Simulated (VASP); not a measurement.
# Si2F3: single point with PBE

The system is Si2F3.

```
Si F
1.0
     3.90874    2.25671    2.02830
    -3.90874    2.25671    2.02830
     0.00000   -4.51343    2.02830
Si F
2 3
Direct
  0.22446 0.22446 0.22446
  0.77554 0.77554 0.77554
  0.17262 0.82738 0.00000
  0.00000 0.17262 0.82738
  0.82738 0.00000 0.17262
```

The cell was generated, and may not be a known phase.

| Quantity | Value |
| --- | --- |
| Program | VASP 6.6.1 |
| Task | single point |
| Functional | PBE |
| Potentials or basis | VASP PAW PBE potentials, release 64 (Si, F) |
| Cutoff | 520 eV |
| k mesh | 12 × 12 × 12 |
| Occupations | gaussian, width 0.1 eV |
| Spin | no spin polarisation |
| Dipole correction | no |
| Further INCAR settings | ALGO = Normal; EDIFF = 1e-06; NBANDS = 22 |

The pressure is 0.1 GPa and the largest force is 0.117 eV/Å. The band gap on the k mesh is zero (an odd number of electrons rules out a gap without spin polarisation).

Forces in eV/Å, atoms in the order of the input:
```
Si   0.000  0.000  0.117
Si   0.000  0.000 -0.117
F    0.059  0.000  0.000
F   -0.029  0.051  0.000
F   -0.029 -0.051  0.000
```

Stress tensor (GPa, compression positive):
```
-0.01  0.00  0.00
 0.00 -0.01  0.00
 0.00  0.00  0.28
```

Levels at points of the mesh, in eV from the Fermi level:
| k point | band 10 | band 11 | band 12 | band 13 | band 14 | band 15 | band 16 | band 17 | band 18 | band 19 |
| --- | --- | --- | --- | --- | --- | --- | --- | --- | --- | --- |
| (0.00, 0.00, 0.00) | -6.82 | -6.82 | -6.65 | -6.39 | -2.91 | 1.08 | 1.08 | 1.78 | 1.78 | 2.59 |
| (0.50, 0.00, 0.00) | -7.05 | -6.77 | -6.47 | -4.85 | -4.68 | 0.48 | 1.10 | 1.39 | 1.45 | 3.57 |
| (0.50, 0.50, 0.00) | -7.14 | -6.85 | -6.53 | -5.92 | -3.03 | -0.66 | 0.78 | 1.60 | 2.49 | 2.79 |
| (0.50, 0.50, 0.50) | -7.05 | -7.05 | -6.63 | -4.81 | -4.36 | 0.34 | 0.34 | 1.21 | 1.21 | 3.60 |

Run time: 3.7 min on 1 thread of AMD EPYC 9R45 96-Core Processor (Zen 5) (shared host), peak memory 0.45 GiB.

Caveat: an odd number of electrons without spin polarisation forces a metal; a magnetic or distorted state may lie lower.
